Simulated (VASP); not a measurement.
A run of VASP 6.6.1:

Contents of INCAR:

```
SYSTEM = MgS
ALGO = Normal
EDIFF = 1E-6
ENCUT = 520
GGA = PE
ISIF = 2
ISMEAR = 0
LASPH = .True.
LCHARG = .True.
LELF = .True.
LREAL = .False.
LVHAR = .True.
LWAVE = .False.
NBANDS = 11
NELM = 100
PREC = Accurate
SIGMA = 0.05
```

Contents of KPOINTS:

```
k-points
0
Gamma
  8 8 8
  0 0 0
```

File POSCAR:

```
MgS
1.0
    0.0000000000      2.6406747500      2.5236005000
    2.6406747500      0.0000000000      2.5236005000
    2.6406747500      2.6406747500      0.0000000000
Mg S
1 1
Direct
    0.0000000000      0.0000000000      0.0000000000
    0.5000000000      0.5000000000      0.5000000000
```

Potentials or basis: VASP PAW PBE potentials, release 64 (Mg, S).

The run is started by

```console
$ cat potpaw_PBE.64/Mg/POTCAR potpaw_PBE.64/S/POTCAR > POTCAR
$ mpirun -np 1 vasp_std > vasp.out
```

Hardware: 1 thread of Intel Xeon 8259CL, with other jobs on the host.

How long does it take, and how much memory?

It took 28 s on 1 thread of Intel Xeon 8259CL, with other jobs on the host, peak memory 0.17 GiB. Counts: scf iterations 12, k points 59.
